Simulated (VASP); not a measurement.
# Si2W (I4/mmm) in VASP: further runs

Runs on Si2W. Level: PBE. Tasks: electric field gradients.

All numbers are computed with VASP 6.6.1; they aren't measurements. Logs are shortened: lines on timing, memory, paths and dates and some standing lists are left out, and cuts for length are marked.

### 1 The cell of the first run

The structure is tetragonal, space group I4/mmm (No. 139). The conventional cell has a = 3.212 Å, b = 3.212 Å, c = 7.801 Å, α = 90.00°, β = 90.00°, γ = 90.00°. Si (site symmetry 4mm) has 5 W at 2.60 to 2.62 Å and 9 Si at 2.61 to 3.21 Å within 3.4 Å. W (site symmetry 4/mmm) has 10 Si at 2.60 to 2.62 Å and 4 W at 3.21 Å within 3.4 Å.

### 2 Electric field gradients, PBE (zz strain of -1 %)

INCAR

```
SYSTEM = Si2W
ALGO = Normal
EDIFF = 1E-8
ENCUT = 520
GGA = PE
ISIF = 2
ISMEAR = -1
ISYM = 0
LASPH = .TRUE.
LCHARG = .FALSE.
LEFG = .TRUE.
LREAL = .FALSE.
LWAVE = .FALSE.
NBANDS = 18
NELM = 60
PREC = Accurate
SIGMA = 0.05
```

KPOINTS

```
k-points
0
G
  11 11 14
  0 0 0
```

POSCAR

```
Si2W
1.0
   -1.6060000000      1.6060000000      3.9006000000
    1.6060000000     -1.6060000000      3.9006000000
    1.6060000000      1.6060000000     -3.9006000000
Si W
2 1
Direct
    0.3330000000      0.3330000000      0.0000000000
    0.6670000000      0.6670000000      0.0000000000
    0.0000000000      0.0000000000      0.0000000000
```

Potentials or basis: VASP PAW PBE potentials, release 64 (Si, W_sv).

On the command line:

```sh
$ cat potpaw_PBE.64/Si/POTCAR potpaw_PBE.64/W_sv/POTCAR > POTCAR
$ mpirun -np 1 vasp_std > vasp.out
```

OUTCAR:

```text
SYSTEM = Si2W
   EDIFF = 1E-8
   ENCUT = 520
   GGA = PE
   ISIF = 2
   ISMEAR = -1
   ISYM = 0
   LASPH = .TRUE.
   LREAL = .FALSE.
   NELM = 60
   PREC = Accurate

 ion  position               nearest neighbor table
   1  0.333  0.333  0.000-   3 2.60   2 2.61   2 2.61   2 2.61   2 2.61   2 2.61   3 2.62   3 2.62
                             3 2.62   3 2.62
   2  0.667  0.667  0.000-   3 2.60   1 2.61   1 2.61   1 2.61   1 2.61   1 2.61   3 2.62   3 2.62
                             3 2.62   3 2.62
   3  0.000  0.000  0.000-   1 2.60   2 2.60   2 2.62   1 2.62   2 2.62   2 2.62   2 2.62   1 2.62
                             1 2.62   1 2.62

IMPORTANT INFORMATION: All symmetrisations will be switched off!
NOSYMM: (Re-)initialisation of all symmetry stuff for point group C_1.

----------------------------------------------------------------------------------------

                                     Primitive cell

  volume of cell :      40.2423

  direct lattice vectors                    reciprocal lattice vectors
    -1.606000000  1.606000000  3.900600000     0.000000000  0.311332503  0.128185407
     1.606000000 -1.606000000  3.900600000     0.311332503  0.000000000  0.128185407
     1.606000000  1.606000000 -3.900600000     0.311332503  0.311332503  0.000000000

  length of vectors
     4.513662854  4.513662854  4.513662854     0.336688916  0.336688916  0.440290648

  position of ions in fractional coordinates (direct lattice)
     0.333000000  0.333000000  0.000000000
     0.667000000  0.667000000  0.000000000
     0.000000000  0.000000000  0.000000000

  ion indices of the primitive-cell ions
   primitive index   ion index
                 1           1
                 2           2
                 3           3

----------------------------------------------------------------------------------------

 KPOINTS: k-points

Automatic generation of k-mesh.
 Grid dimensions read from file:
 generate k-points for:   11   11   14

 Generating k-lattice:

  Cartesian coordinates                     Fractional coordinates (reciprocal lattice)
     0.000000000  0.028302955  0.011653219     0.090909091 -0.000000000  0.000000000
     0.028302955  0.000000000  0.011653219    -0.000000000  0.090909091  0.000000000
     0.022238036  0.022238036  0.000000000     0.000000000  0.000000000  0.071428571

  Length of vectors
     0.030608083  0.030608083  0.031449332

  Shift w.r.t. Gamma in fractional coordinates (k-lattice)
     0.000000000  0.000000000  0.000000000

 -----------------------------------------------------------------------------
|                                                                             |
|           W    W    AA    RRRRR   N    N  II  N    N   GGGG   !!!           |
|           W    W   A  A   R    R  NN   N  II  NN   N  G    G  !!!           |
|           W    W  A    A  R    R  N N  N  II  N N  N  G       !!!           |
|           W WW W  AAAAAA  RRRRR   N  N N  II  N  N N  G  GGG   !            |
|           WW  WW  A    A  R   R   N   NN  II  N   NN  G    G                |
|           W    W  A    A  R    R  N    N  II  N    N   GGGG   !!!           |
|                                                                             |
|     Your reciprocal lattice and k-lattice belong to different lattice       |
|     classes:                                                                |
|                                                                             |
|        The reciprocal lattice is body-centered tetragonal,                  |
|        whereas your k-lattice is base-centered monoclinic.                  |
|                                                                             |
|     Results are often still useful ...                                      |
|                                                                             |
 -----------------------------------------------------------------------------

 WARNING: IBZKPT: internal override: KBLOWUP is changed to .FALSE.
      ... skipping the blow-up phase ...

 Subroutine IBZKPT returns following result:
 ===========================================

 Found    848 irreducible k-points:

 Following reciprocal coordinates:
            Coordinates               Weight
  0.000000  0.000000  0.000000      1.000000
  0.090909 -0.000000  0.000000      2.000000
  0.181818  0.000000 -0.000000      2.000000
  0.272727 -0.000000  0.000000      2.000000
  0.363636  0.000000  0.000000      2.000000
  0.454545 -0.000000  0.000000      2.000000
[... 16 lines left out ...]
  0.454545  0.181818  0.000000      2.000000
 -0.454545  0.181818 -0.000000      2.000000
 [... further k-points ...]
   k-points           NKPTS =    848   k-points in BZ     NKDIM =    848   number of bands    NBANDS=     18
   number of dos      NEDOS =    301   number of ions     NIONS =      3
   total plane-waves  NPLWV =  46656
   dimension x,y,z NGX =    36 NGY =   36 NGZ =   36
   dimension x,y,z NGXF=    72 NGYF=   72 NGZF=   72
   ions per type =               2   1
   NGX,Y,Z   is equivalent  to a cutoff of  13.26, 13.26, 13.26 a.u.
   NGXF,Y,Z  is equivalent  to a cutoff of  26.52, 26.52, 26.52 a.u.
 SYSTEM =  Si2W
   PREC   = accura    normal or accurate (medium, high low for compatibility)
   ISTART =      0    job   : 0-new  1-cont  2-samecut
   ICHARG =      2    charge: 1-file 2-atom 10-const
   ISPIN  =      1    spin polarized calculation?
   LNONCOLLINEAR =      F non collinear calculations
   LSORBIT =      F    spin-orbit coupling
   LASPH  =      T    aspherical Exc in radial PAW
   ENCUT  =  520.0 eV  38.22 Ry    6.18 a.u.   8.39  8.39  8.39*2*pi/ulx,y,z
   NELM   =     60;   NELMIN=  2; NELMDL= -5     # of ELM steps
   EDIFF  = 0.1E-07   stopping-criterion for ELM
   LREAL  =      F    real-space projection
   EDIFFG = 0.1E-06   stopping-criterion for IOM
   NSW    =      0    number of steps for IOM
   IBRION =     -1    ionic relax: 0-MD 1-quasi-New 2-CG
   NFREE  =      0    steps in history (QN), initial steepest desc. (CG)
   ISIF   =      2    stress and relaxation
   ISYM   =      0    0-nonsym 1-usesym 2-fastsym
   POTIM  = 0.5000    time-step for ionic-motion
   TEBEG  =    0.0;   TEEND  =   0.0 temperature during run
   PSTRESS=    0.0 pullay stress
   NELECT =      22.0000    total number of electrons
   NUPDOWN=      -1.0000    fix difference up-down
   EMIN   =  10.00;   EMAX   =-10.00  energy-range for DOS
   EFERMI =   0.00;   METHOD = LEGACY
   ISMEAR =    -1;   SIGMA  =   0.05  broadening in eV -4-tet -1-fermi 0-gaus
   EFERMI_NEDOS =   21; number of points for ismear=-14 and -15
   IALGO  =     38    algorithm
   IMIX   =      4    mixing-type and parameters
     AMIX     =   0.40;   BMIX     =  1.00
     AMIX_MAG =   1.60;   BMIX_MAG =  1.00
  volume/ion in A,a.u.               =      13.41        90.52
  Fermi-wavevector in a.u.,A,eV,Ry     =   1.338613  2.529611 24.380056  1.791884
  Thomas-Fermi vector in A             =   2.467069
   LORBIT       =      0    0 simple, 1 ext, 2 COOP (PROOUT), +10 PAW based schemes
   GGA     = PE    functional components
   LHFCALC =     F    Hartree Fock is set to
   AEXX    =    0.0000 exact exchange contribution
   IVDW    =     0    specifies the selected vdW correction
   LEPSILON=     F    determine dielectric tensor
   LRPA    =     F    only Hartree local field effects (RPA)
 non-spin polarized calculation
  energy-cutoff  :      520.00
  volume of cell :       40.24
 maximum number of plane-waves:      1106
 NGX is ok and might be reduce to    36
   NGX = 17   NGY = 17   NGZ = 17

 number of electron      21.9999999 magnetization

 Free energy of the ion-electron system (eV)
  ---------------------------------------------------
  ext. energy  EPLUGINS =         0.00000000
  ---------------------------------------------------
  free energy    TOTEN  =       -24.80252960 eV

  energy without entropy =      -24.80053026  energy(sigma->0) =      -24.80152993

 E-fermi :  12.0514     XC(G=0): -12.5522

 val. band max:       12.0346715182   @ k =   0.4545   0.4545   0.3571
 cond. band min:      12.0566942026   @ k =   0.3636  -0.3636   0.4286
 fundamental gap:      0.0220226844
 Fermi energy:        12.0514445522

 k-point     1 :       0.0000    0.0000    0.0000
  band No.  band energies     occupation
      1     -61.8141      2.00000
      2     -26.0850      2.00000
      3     -26.0532      2.00000
      4     -26.0530      2.00000
      5      -2.1020      2.00000
      6       5.1962      2.00000
[... 10 lines left out ...]
     17      17.7256      0.00000
     18      17.7258      0.00000

 k-point     2 :       0.0909   -0.0000    0.0000
  band No.  band energies     occupation
      1     -61.8135      2.00000
      2     -26.0838      2.00000
      3     -26.0707      2.00000
      4     -26.0515      2.00000
      5      -1.9442      2.00000
      6       5.2075      2.00000
[... 10 lines left out ...]
     17      17.7553      0.00000
     18      18.2570      0.00000

 k-point     3 :       0.1818    0.0000   -0.0000
  band No.  band energies     occupation
      1     -61.8119      2.00000
      2     -26.1176      2.00000
      3     -26.0802      2.00000
      4     -26.0472      2.00000
      5      -1.4802      2.00000
      6       5.1561      2.00000
[... 10 lines left out ...]
     17      18.2449      0.00000
     18      19.4554      0.00000

 k-point     4 :       0.2727   -0.0000    0.0000
  band No.  band energies     occupation
      1     -61.8098      2.00000
      2     -26.1785      2.00000
      3     -26.0757      2.00000
      4     -26.0417      2.00000
      5      -0.7372      2.00000
      6       4.7311      2.00000
[... 375 lines left out ...]
      4     -26.0667      2.00000
      5       1.0047      2.00000
      6       3.6570      2.00000
[... 10 lines left out ...]
     17      19.2236      0.00000
     18      20.5736      0.00000

 k-point    23 :       0.4545    0.1818    0.0000
  band No.  band energies     occupation
      1     -61.8045      2.00000
      2     -26.2574      2.00000
      3     -26.0947      2.00000
      4     -26.0630      2.00000
      5       2.0883      2.00000
      6       2.6347      2.00000
[... 10 lines left out ...]
     17      19.4192      0.00000
     18      20.9598      0.00000

 k-point    24 :      -0.4545    0.1818   -0.0000
  band No.  band energies     occupation
      1     -61.8045      2.00000
      2     -26.2573      2.00000
      3     -26.0946      2.00000
      4     -26.0619      2.00000
      5       1.4837      2.00000
      6       3.2524      2.00000
[... 10 lines left out ...]
     17      19.2317      0.00000
     18      20.5195      0.00000

 [... further k-points ...]
[... 5 lines left out ...]
  --------------------------------------------------------------------------------------
  -------------------------------------------------------------------------------------
  Total        0.9240181      0.9240180      1.4197261      0.0143668      0.0017523      0.0017522
  in kB       36.7882025     36.7881991     56.5239716      0.5719911      0.0697648      0.0697622
  external PRESSURE =      43.3667911 kB  Pullay stress =       0.0000000 kB

 VOLUME and BASIS-vectors are now :
 -----------------------------------------------------------------------------
  energy-cutoff  :      520.00
  volume of cell :       40.24
      direct lattice vectors                 reciprocal lattice vectors
    -1.606000000  1.606000000  3.900600000     0.000000000  0.311332503  0.128185407
     1.606000000 -1.606000000  3.900600000     0.311332503  0.000000000  0.128185407
     1.606000000  1.606000000 -3.900600000     0.311332503  0.311332503  0.000000000

 POSITION                                       TOTAL-FORCE (eV/Angst)
 -----------------------------------------------------------------------------------
      0.00000      0.00000      2.59780        -0.000664     -0.000664      0.197979
      0.00000      0.00000      5.20340         0.000664      0.000664     -0.197979
      0.00000      0.00000      0.00000        -0.000000     -0.000000     -0.000000
 -----------------------------------------------------------------------------------
    total drift:                               -0.000000     -0.000000     -0.000000

  FREE ENERGIE OF THE ION-ELECTRON SYSTEM (eV)
  ---------------------------------------------------
  free  energy   TOTEN  =       -24.8025295977 eV

  energy  without entropy=      -24.8005302572  energy(sigma->0) =      -24.80152993

 Electric field gradients (V/A^2)
---------------------------------------------------------------------
 ion       V_xx      V_yy      V_zz      V_xy      V_xz      V_yz
---------------------------------------------------------------------
   1       5.564     5.564   -11.128     0.062    -0.003    -0.003
   2       5.564     5.564   -11.128     0.062    -0.003    -0.003
   3      76.038    76.038  -152.075    -0.049     0.063     0.063
---------------------------------------------------------------------

 Electric field gradients after diagonalization (V/A^2)
 (convention: |V_zz| > |V_xx| > |V_yy|)
----------------------------------------------------------------------
 ion       V_xx      V_yy      V_zz     asymmetry (V_yy - V_xx)/ V_zz
----------------------------------------------------------------------
   1       5.626     5.502   -11.128       0.011
   2       5.626     5.502   -11.128       0.011
   3      76.086    75.989  -152.075       0.001
----------------------------------------------------------------------

           NMR quadrupolar parameters

 Cq : quadrupolar parameter    Cq=e*Q*V_zz/h
 eta: asymmetry parameters     (V_yy - V_xx)/ V_zz
 Q  : nuclear electric quadrupole moment in mb (millibarn)
----------------------------------------------------------------------
 ion       Cq(MHz)       eta       Q (mb)
----------------------------------------------------------------------
   1      -0.027       0.011       1.000
   2      -0.027       0.011       1.000
   3      -0.368       0.001       1.000
----------------------------------------------------------------------
```

Wall time 25 min (1 thread of Intel Xeon 8259CL, shared host); peak memory 0.68 GiB.

What came out:

```
Free energy                             : -24.8025 eV
Pressure                                : 4.3 GPa
Largest force                           : 0.198 eV/Å
Band gap on the k mesh                  : zero (bands 11 and 12 overlap by 1.20 eV)
Largest electric field gradient by atom : Si -11.1; W -152.1 V/Å²
```

Forces on the atoms (eV/Å):
```
Si  -0.001 -0.001  0.198
Si   0.001  0.001 -0.198
W    0.000  0.000  0.000
```

Electric field gradients, principal values (V/Å²):
| atom | least | middle | greatest (by size) |
| --- | --- | --- | --- |
| 1 Si | 5.502 | 5.626 | -11.128 |
| 2 Si | 5.502 | 5.626 | -11.128 |
| 3 W | 75.989 | 76.086 | -152.075 |

Caveat: the cell differs from its parent crystal (zz strain of -1 %); the cell stands under pressure; without QUAD_EFG the Cq values of the log hold for a quadrupole moment of 1 mb, not for the nuclei; spin-orbit coupling is left out, which moves the levels of the heavy elements.

(Continued in part 2 of 2.)

The gap in the log of VASP goes by the Fermi energy; the results here count the filled bands.